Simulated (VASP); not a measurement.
# FeO (I4/mmm) in VASP: notebook, part 2 of 2

VASP 6.6.1.

### Step 5. Single point, r2SCAN, collinear spin, ferromagnetic start

This run uses another cell than the first one, of 10.70 Å³/atom, 0.980 times its volume.

POSCAR reads:

```
FeO
1.0
   -1.6021034130      1.6021034130      2.0833922500
    1.6021034130     -1.6021034130      2.0833922500
    1.6021034130      1.6021034130     -2.0833922500
Fe O
1 1
Direct
    0.0000000000      0.0000000000      0.0000000000
    0.5000000000      0.5000000000      0.0000000000
```

INCAR.step1 reads:

```
SYSTEM = FeO
  PREC = Accurate
  ENCUT = 520
  ISMEAR = -1
  SIGMA = 0.05
  LREAL = .FALSE.
  LASPH = .TRUE.
  NELM = 150
  ISPIN = 2
  MAGMOM = 3 0
  LMAXMIX = 4
  NBANDS = 18
  GGA = PE
  ALGO = Normal
  EDIFF = 1E-4
  LWAVE = .TRUE.
  LCHARG = .FALSE.
```

INCAR.step2 reads:

```
SYSTEM = FeO
  PREC = Accurate
  ENCUT = 520
  EDIFF = 1E-6
  ISMEAR = -1
  SIGMA = 0.05
  LREAL = .FALSE.
  LASPH = .TRUE.
  NELM = 150
  ALGO = Normal
  ISIF = 2
  LWAVE = .FALSE.
  LCHARG = .FALSE.
  ISPIN = 2
  MAGMOM = 3 0
  LORBIT = 11
  LMAXMIX = 4
  METAGGA = R2SCAN
  LMIXTAU = .TRUE.
  NBANDS = 18
  ISTART = 1
```

KPOINTS reads:

```
regular mesh
0
G
  12 12 12
  0 0 0
```

Potentials or basis: VASP PAW PBE potentials, release 64 (Fe, O).

Command:

```
$ cat potpaw_PBE.64/Fe/POTCAR potpaw_PBE.64/O/POTCAR > POTCAR
$ cp INCAR.step1 INCAR
$ mpirun -np 1 vasp_std > vasp.out
$ cp INCAR.step2 INCAR
$ mpirun -np 1 vasp_std > vasp.out
```

It took 2.8 min on 1 thread of Intel Xeon 6975P-C (Granite Rapids), shared host; peak memory 0.23 GiB.

Results (log left out):

```
Free energy                                           : -22.7130 eV
Pressure                                              : -13.4 GPa
Band gap on the k mesh                                : zero (filled and empty bands overlap)
Net moment                                            : 4.00 μB per cell
Site moments                                          : Fe +3.68; O +0.27 μB
Valence electrons inside the program's atomic spheres : Fe 6.63; O 5.01
```

Stress tensor (GPa, compression positive):
```
-14.06   0.00   0.00
  0.00 -14.06   0.00
  0.00   0.00 -12.20
```

Levels at points of the mesh, in eV from the Fermi level:
Spin up:
| k point | band 7 | band 8 | band 9 | band 10 | band 11 | band 12 |
| --- | --- | --- | --- | --- | --- | --- |
| (0.00, 0.00, 0.00) | -4.16 | -4.16 | -4.15 | -0.20 | 15.55 | 16.60 |
| (0.50, 0.00, 0.00) | -3.34 | -1.58 | -1.05 | 3.96 | 8.06 | 11.46 |
| (0.50, 0.50, 0.00) | -3.93 | -3.93 | -3.49 | 4.90 | 8.19 | 10.74 |
| (0.50, 0.50, 0.50) | -3.99 | -3.98 | -3.91 | 5.06 | 9.25 | 9.84 |
Spin down:
```
           k point  band 2  band 3  band 4  band 5  band 6  band 7  band 8  band 9
(0.00, 0.00, 0.00)   -3.86   -3.48   -3.48   -0.69   -0.49   -0.49   -0.03    0.88
(0.50, 0.00, 0.00)   -8.08   -5.43   -5.15    0.05    0.83    0.88    2.99    3.13
(0.50, 0.50, 0.00)   -7.09   -4.96   -4.34   -1.63    0.28    1.07    1.08    1.68
(0.50, 0.50, 0.50)   -6.97   -4.88   -4.88   -2.15    1.01    1.01    1.38    1.61
```

Caveat: the PAW data sets were made with another functional, which shifts forces and pressure a little; a cell with one magnetic atom can't hold antiferromagnetic order, which such compounds often take; semilocal functionals often make such compounds metallic where correlation or magnetic order opens a gap, which also shifts bond lengths. With open d or f shells a metallic result of r2SCAN can be an artefact of self-interaction; +U or a hybrid may open a gap.

### Step 6. Single point, LDA, collinear spin, ferromagnetic start (volume scaled by 0.94)

INCAR reads:

```
SYSTEM = FeO
PREC = Accurate ; ENCUT = 520
EDIFF = 1E-6 ; ISMEAR = -1
SIGMA = 0.05 ; LREAL = .False.
LASPH = .True. ; NELM = 150
ALGO = Normal ; ISIF = 2
LWAVE = .False. ; LCHARG = .True.
ISPIN = 2 ; MAGMOM = 3 0
LORBIT = 11 ; LMAXMIX = 4
GGA = CA ; LELF = .True.
LVHAR = .True. ; NBANDS = 18
```

KPOINTS reads:

```
regular mesh
0
Gamma
  12 12 12
  0 0 0
```

POSCAR reads:

```
FeO
1.0
   -1.5693982481      1.5693982481      2.0408621071
    1.5693982481     -1.5693982481      2.0408621071
    1.5693982481      1.5693982481     -2.0408621071
Fe O
1 1
Direct
    0.0000000000      0.0000000000      0.0000000000
    0.5000000000      0.5000000000      0.0000000000
```

Potentials or basis: VASP PAW LDA potentials, release 64 (Fe, O).

Command:

```
$ cat potpaw_LDA.64/Fe/POTCAR potpaw_LDA.64/O/POTCAR > POTCAR
$ mpirun -np 1 vasp_std > vasp.out
```

Run time: 58 s. Hardware: 1 thread of Intel Xeon 6975P-C (Granite Rapids), shared host; peak memory 0.2 GiB.

Results (log left out):

```yaml
Free_energy: -16.3815 eV
Pressure: -14.8 GPa
Net_moment: 3.91 μB per cell
Site_moments: Fe +3.50; O +0.30 μB
Valence_electrons_inside_the_program's_atomic_spheres: Fe 6.79; O 4.95
```

Stress tensor (GPa, compression positive):
```
-16.53   0.00   0.00
  0.00 -16.53   0.00
  0.00   0.00 -11.26
```

Levels at points of the mesh, in eV from the Fermi level:
Spin up:
| k point | band 5 | band 6 | band 7 | band 8 | band 9 | band 10 | band 11 | band 12 | band 13 | band 14 |
| --- | --- | --- | --- | --- | --- | --- | --- | --- | --- | --- |
| (0.00, 0.00, 0.00) | -3.68 | -3.68 | -3.42 | -3.34 | -3.30 | 0.37 | 15.48 | 17.04 | 17.04 | 17.09 |
| (0.50, 0.00, 0.00) | -2.77 | -2.66 | -2.15 | -0.40 | 0.26 | 4.05 | 8.49 | 11.56 | 13.61 | 19.34 |
| (0.50, 0.50, 0.00) | -4.52 | -2.98 | -2.52 | -2.40 | -2.36 | 5.36 | 8.30 | 11.21 | 14.26 | 15.62 |
| (0.50, 0.50, 0.50) | -4.49 | -2.87 | -2.47 | -2.47 | -2.24 | 5.43 | 9.36 | 10.11 | 13.96 | 13.96 |
Spin down:
| k point | band 2 | band 3 | band 4 | band 5 | band 6 | band 7 | band 8 | band 9 |
| --- | --- | --- | --- | --- | --- | --- | --- | --- |
| (0.00, 0.00, 0.00) | -3.40 | -3.11 | -3.11 | -0.87 | -0.87 | -0.49 | -0.34 | -0.18 |
| (0.50, 0.00, 0.00) | -7.97 | -5.29 | -5.12 | 0.28 | 0.50 | 0.66 | 2.28 | 2.92 |
| (0.50, 0.50, 0.00) | -6.86 | -4.54 | -4.00 | -2.08 | 0.36 | 0.60 | 0.81 | 0.99 |
| (0.50, 0.50, 0.50) | -6.64 | -4.54 | -4.54 | -2.14 | 0.56 | 0.73 | 0.73 | 1.05 |

Caveat: the cell differs from its parent crystal (volume scaled by 0.94); a cell with one magnetic atom can't hold antiferromagnetic order, which such compounds often take; semilocal functionals often make such compounds metallic where correlation or magnetic order opens a gap, which also shifts bond lengths.

### Step 7. The runs side by side

```csv
level,potentials or basis,cell,gap on the mesh (eV),pressure (GPa),moment (μB)
LDA,"VASP PAW LDA potentials, release 64 (Fe, O)","a = 3.098 Å, angles 117.3, 117.3, 94.8°, 2 atoms",none,-24.5,4.00
LDA,"VASP PAW LDA potentials, release 64 (Fe, O)","a = 3.118 Å, angles 117.3, 117.3, 94.8°, 2 atoms",none,-26.4,4.00
LDA,"VASP PAW LDA potentials, release 64 (Fe, O)","a = 3.138 Å, angles 117.3, 117.3, 94.8°, 2 atoms",none,-28.1,4.00
r2SCAN,"VASP PAW PBE potentials, release 64 (Fe, O)","a = 3.078 Å, angles 117.3, 117.3, 94.8°, 2 atoms",none,-13.4,4.00
LDA,"VASP PAW LDA potentials, release 64 (Fe, O)","a = 3.015 Å, angles 117.3, 117.3, 94.8°, 2 atoms",none,-14.8,3.91
```

Alike in all rows: task single point; spin collinear, ferromagnetic start; k mesh 12 × 12 × 12; cutoff (eV) 520; smearing fermi-dirac 0.05 eV.

Caveats: a cell with one magnetic atom can't hold antiferromagnetic order, which such compounds often take; semilocal functionals often make such compounds metallic where correlation or magnetic order opens a gap, which also shifts bond lengths; the PAW data sets were made with another functional, which shifts forces and pressure a little (some runs).

Total energies depend on the potentials used, so only differences within one code and one set of settings carry meaning.
